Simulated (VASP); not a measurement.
# Ta (Pm-3m) in VASP: further runs

The runs below take Ta through single point, relaxation of cell and atoms, with PBE.

Everything below comes from runs of VASP 6.6.1. Logs are shortened: lines on timing, memory, paths and dates and some standing lists are left out, and cuts for length are marked.

## 1. The cell of the first run

Symmetry: Pm-3m, No. 221, cubic system. The conventional cell has a = 2.139 Å, b = 2.139 Å, c = 2.139 Å, α = 90.00°, β = 90.00°, γ = 90.00°. Ta (site symmetry m-3m) has 6 Ta at 2.14 Å within 2.8 Å.

## 2. Single point, PBE

INCAR reads:

```
SYSTEM = Ta
  PREC = Accurate
  ENCUT = 520
  EDIFF = 1E-6
  ISMEAR = -1
  SIGMA = 0.08
  LREAL = .False.
  LASPH = .True.
  NELM = 80
  ALGO = Normal
  ISIF = 2
  LWAVE = .False.
  LCHARG = .False.
  GGA = PE
  NBANDS = 12
```

KPOINTS reads:

```
Automatic mesh
0
Gamma
  18 18 18
  0 0 0
```

POSCAR reads:

```
Ta
1.0
    2.1388916152      0.0000000000      0.0000000000
    0.0000000000      2.1388916152      0.0000000000
    0.0000000000      0.0000000000      2.1388916152
Ta
1
Direct
    0.0000000000      0.0000000000      0.0000000000
```

Potentials or basis: VASP PAW PBE potentials, release 64 (Ta_pv).

On the command line:

```bash
cat potpaw_PBE.64/Ta_pv/POTCAR > POTCAR
mpirun -np 1 vasp_std > vasp.out
```

OUTCAR:

```text
SYSTEM = Ta
   PREC = Accurate
   ENCUT = 520
   EDIFF = 1E-6
   ISMEAR = -1
   LREAL = .False.
   LASPH = .True.
   NELM = 80
   ISIF = 2
   GGA = PE

 ion  position               nearest neighbor table
   1  0.000  0.000  0.000-

  LATTYP: Found a simple cubic cell.
 ALAT       =     2.1388916152

  Lattice vectors:

 A1 = (   2.1388916152,   0.0000000000,   0.0000000000)
 A2 = (   0.0000000000,   2.1388916152,   0.0000000000)
 A3 = (   0.0000000000,   0.0000000000,   2.1388916152)

Analysis of symmetry for initial positions (statically):
=====================================================================
 Subroutine PRICEL returns:
 Original cell was already a primitive cell.

 Routine SETGRP: Setting up the symmetry group for a
 simple cubic supercell.

 Subroutine GETGRP returns: Found 48 space group operations
 (whereof 48 operations were pure point group operations)
 out of a pool of 48 trial point group operations.

The static configuration has the point symmetry O_h .

Analysis of symmetry for dynamics (positions and initial velocities):
=====================================================================
 Subroutine PRICEL returns:
 Original cell was already a primitive cell.

 Routine SETGRP: Setting up the symmetry group for a
 simple cubic supercell.

 Subroutine GETGRP returns: Found 48 space group operations
 (whereof 48 operations were pure point group operations)
 out of a pool of 48 trial point group operations.

The dynamic configuration has the point symmetry O_h .

 Subroutine INISYM returns: Found 48 space group operations
 (whereof 48 operations are pure point group operations),
 and found     1 'primitive' translations

----------------------------------------------------------------------------------------

                                     Primitive cell

  volume of cell :       9.7851

  direct lattice vectors                    reciprocal lattice vectors
     2.138891615  0.000000000  0.000000000     0.467531872  0.000000000  0.000000000
     0.000000000  2.138891615  0.000000000     0.000000000  0.467531872  0.000000000
     0.000000000  0.000000000  2.138891615     0.000000000  0.000000000  0.467531872

  length of vectors
     2.138891615  2.138891615  2.138891615     0.467531872  0.467531872  0.467531872

  position of ions in fractional coordinates (direct lattice)
     0.000000000  0.000000000  0.000000000

  ion indices of the primitive-cell ions
   primitive index   ion index
                 1           1

----------------------------------------------------------------------------------------

 KPOINTS: Automatic mesh

Automatic generation of k-mesh.
 Grid dimensions read from file:
 generate k-points for:   18   18   18

 Generating k-lattice:

  Cartesian coordinates                     Fractional coordinates (reciprocal lattice)
     0.025973993  0.000000000  0.000000000     0.055555556  0.000000000  0.000000000
     0.000000000  0.025973993  0.000000000     0.000000000  0.055555556  0.000000000
     0.000000000  0.000000000  0.025973993     0.000000000  0.000000000  0.055555556

  Length of vectors
     0.025973993  0.025973993  0.025973993

  Shift w.r.t. Gamma in fractional coordinates (k-lattice)
     0.000000000  0.000000000  0.000000000

 Subroutine IBZKPT returns following result:
 ===========================================

 Found    220 irreducible k-points:

 Following reciprocal coordinates:
            Coordinates               Weight
  0.000000  0.000000  0.000000      1.000000
  0.055556  0.000000  0.000000      6.000000
  0.111111  0.000000  0.000000      6.000000
  0.166667  0.000000  0.000000      6.000000
  0.222222  0.000000  0.000000      6.000000
  0.277778  0.000000  0.000000      6.000000
[... 16 lines left out ...]
  0.277778  0.111111  0.000000     24.000000
  0.333333  0.111111  0.000000     24.000000
 [... further k-points ...]
   k-points           NKPTS =    220   k-points in BZ     NKDIM =    220   number of bands    NBANDS=     12
   number of dos      NEDOS =    301   number of ions     NIONS =      1
   total plane-waves  NPLWV =   4096
   dimension x,y,z NGX =    16 NGY =   16 NGZ =   16
   dimension x,y,z NGXF=    32 NGYF=   32 NGZF=   32
   ions per type =               1
   NGX,Y,Z   is equivalent  to a cutoff of  12.44, 12.44, 12.44 a.u.
   NGXF,Y,Z  is equivalent  to a cutoff of  24.87, 24.87, 24.87 a.u.
 SYSTEM =  Ta
   PREC   = accura    normal or accurate (medium, high low for compatibility)
   ISTART =      0    job   : 0-new  1-cont  2-samecut
   ICHARG =      2    charge: 1-file 2-atom 10-const
   ISPIN  =      1    spin polarized calculation?
   LNONCOLLINEAR =      F non collinear calculations
   LSORBIT =      F    spin-orbit coupling
   LASPH  =      T    aspherical Exc in radial PAW
   ENCUT  =  520.0 eV  38.22 Ry    6.18 a.u.   3.98  3.98  3.98*2*pi/ulx,y,z
   NELM   =     80;   NELMIN=  2; NELMDL= -5     # of ELM steps
   EDIFF  = 0.1E-05   stopping-criterion for ELM
   LREAL  =      F    real-space projection
   EDIFFG = 0.1E-04   stopping-criterion for IOM
   NSW    =      0    number of steps for IOM
   IBRION =     -1    ionic relax: 0-MD 1-quasi-New 2-CG
   NFREE  =      0    steps in history (QN), initial steepest desc. (CG)
   ISIF   =      2    stress and relaxation
   ISYM   =      2    0-nonsym 1-usesym 2-fastsym
   POTIM  = 0.5000    time-step for ionic-motion
   TEBEG  =    0.0;   TEEND  =   0.0 temperature during run
   PSTRESS=    0.0 pullay stress
   NELECT =      11.0000    total number of electrons
   NUPDOWN=      -1.0000    fix difference up-down
   EMIN   =  10.00;   EMAX   =-10.00  energy-range for DOS
   EFERMI =   0.00;   METHOD = LEGACY
   ISMEAR =    -1;   SIGMA  =   0.08  broadening in eV -4-tet -1-fermi 0-gaus
   EFERMI_NEDOS =   21; number of points for ismear=-14 and -15
   IALGO  =     38    algorithm
   IMIX   =      4    mixing-type and parameters
     AMIX     =   0.40;   BMIX     =  1.00
     AMIX_MAG =   1.60;   BMIX_MAG =  1.00
  volume/ion in A,a.u.               =       9.79        66.03
  Fermi-wavevector in a.u.,A,eV,Ry     =   1.702225  3.216739 39.423830  2.897570
  Thomas-Fermi vector in A             =   2.782034
   LORBIT       =      0    0 simple, 1 ext, 2 COOP (PROOUT), +10 PAW based schemes
   GGA     = PE    functional components
   LHFCALC =     F    Hartree Fock is set to
   AEXX    =    0.0000 exact exchange contribution
   IVDW    =     0    specifies the selected vdW correction
   LEPSILON=     F    determine dielectric tensor
   LRPA    =     F    only Hartree local field effects (RPA)
 non-spin polarized calculation
  energy-cutoff  :      520.00
  volume of cell :        9.79
 maximum number of plane-waves:       281
 NGX is ok and might be reduce to    16
   NGX =  7   NGY =  7   NGZ =  7

 number of electron      10.9999996 magnetization

 Free energy of the ion-electron system (eV)
  ---------------------------------------------------
  ext. energy  EPLUGINS =         0.00000000
  ---------------------------------------------------
  free energy    TOTEN  =        -2.01375268 eV

  energy without entropy =       -1.99791320  energy(sigma->0) =       -2.00583294

 E-fermi :  12.4007     XC(G=0): -15.9796

 val. band max:       12.3967275642   @ k =   0.2778   0.1667   0.1111
 cond. band min:      12.4008932352   @ k =   0.2778   0.1111   0.0556
 fundamental gap:      0.0041656710
 Fermi energy:        12.4006627845

 k-point     1 :       0.0000    0.0000    0.0000
  band No.  band energies     occupation
      1     -19.2294      2.00000
      2     -19.2294      2.00000
      3     -19.2294      2.00000
      4       2.8627      2.00000
      5       4.6677      2.00000
      6       4.6677      2.00000
      7      25.5092      0.00000
      8      25.5092      0.00000
      9      25.5092      0.00000
     10      27.7106      0.00000
     11      36.5025      0.00000
     12      36.5025      0.00000

 k-point     2 :       0.0556    0.0000    0.0000
  band No.  band energies     occupation
      1     -19.5781      2.00000
      2     -19.2032      2.00000
      3     -19.2032      2.00000
      4       3.0910      2.00000
      5       4.7279      2.00000
      6       5.0795      2.00000
      7      24.8991      0.00000
      8      24.8991      0.00000
      9      25.5474      0.00000
     10      27.7046      0.00000
     11      35.5666      0.00000
     12      37.0877      0.00000

 k-point     3 :       0.1111    0.0000    0.0000
  band No.  band energies     occupation
      1     -20.5134      2.00000
      2     -19.1271      2.00000
      3     -19.1271      2.00000
      4       3.5635      2.00000
      5       4.9044      2.00000
      6       6.3959      2.00000
      7      23.4233      0.00000
      8      23.4233      0.00000
      9      25.6584      0.00000
     10      27.6871      0.00000
     11      33.5877      0.00000
     12      38.4688      0.00000
[... 286 lines left out ...]
 k-point    23 :       0.2778    0.1111    0.0000
  band No.  band energies     occupation
      1     -24.3516      2.00000
      2     -19.9107      2.00000
      3     -18.5993      2.00000
      4       5.9460      2.00000
      5       7.5963      2.00000
      6      12.4485      0.70978
      7      17.3619      0.00000
      8      18.4074      0.00000
      9      24.4792      0.00000
     10      27.5842      0.00000
     11      30.0367      0.00000
     12      35.5993      0.00000

 k-point    24 :       0.3333    0.1111    0.0000
  band No.  band energies     occupation
      1     -25.4687      2.00000
      2     -19.7336      2.00000
      3     -18.4437      2.00000
      4       6.5818      2.00000
      5       8.1043      2.00000
      6      12.3889      1.07363
      7      17.0798      0.00000
      8      17.9117      0.00000
      9      24.7485      0.00000
     10      27.5665      0.00000
     11      29.9828      0.00000
     12      33.9417      0.00000

 [... further k-points ...]

------------------------ aborting loop because EDIFF is reached ----------------------------------------

  FORCE on cell =-STRESS in cart. coord.  units (eV):
  Direction    XX          YY          ZZ          XY          YZ          ZX
  --------------------------------------------------------------------------------------
  -------------------------------------------------------------------------------------
  Total       29.9497642     29.9497642     29.9497642     -0.0000000      0.0000000      0.0000000
  in kB     4903.8554110   4903.8554110   4903.8554110     -0.0000000      0.0000000      0.0000000
  external PRESSURE =    4903.8554110 kB  Pullay stress =       0.0000000 kB

 VOLUME and BASIS-vectors are now :
 -----------------------------------------------------------------------------
  energy-cutoff  :      520.00
  volume of cell :        9.79
      direct lattice vectors                 reciprocal lattice vectors
     2.138891615  0.000000000  0.000000000     0.467531872  0.000000000  0.000000000
     0.000000000  2.138891615  0.000000000     0.000000000  0.467531872  0.000000000
     0.000000000  0.000000000  2.138891615     0.000000000  0.000000000  0.467531872

 POSITION                                       TOTAL-FORCE (eV/Angst)
 -----------------------------------------------------------------------------------
      0.00000      0.00000      0.00000         0.000000      0.000000      0.000000
 -----------------------------------------------------------------------------------
    total drift:                               -0.000000     -0.000000      0.000000

  FREE ENERGIE OF THE ION-ELECTRON SYSTEM (eV)
  ---------------------------------------------------
  free  energy   TOTEN  =        -2.0137526753 eV

  energy  without entropy=       -1.9979132001  energy(sigma->0) =       -2.00583294
```

Wall time 11 s (1 thread of Intel Xeon 8259CL, shared host); peak memory 0.14 GiB.

Results:

```
Free energy : -2.0138 eV
Pressure    : 490.4 GPa
```

Caveat: spin-orbit coupling is left out, which moves the levels of the heavy elements.

(Continued in part 2 of 2.)
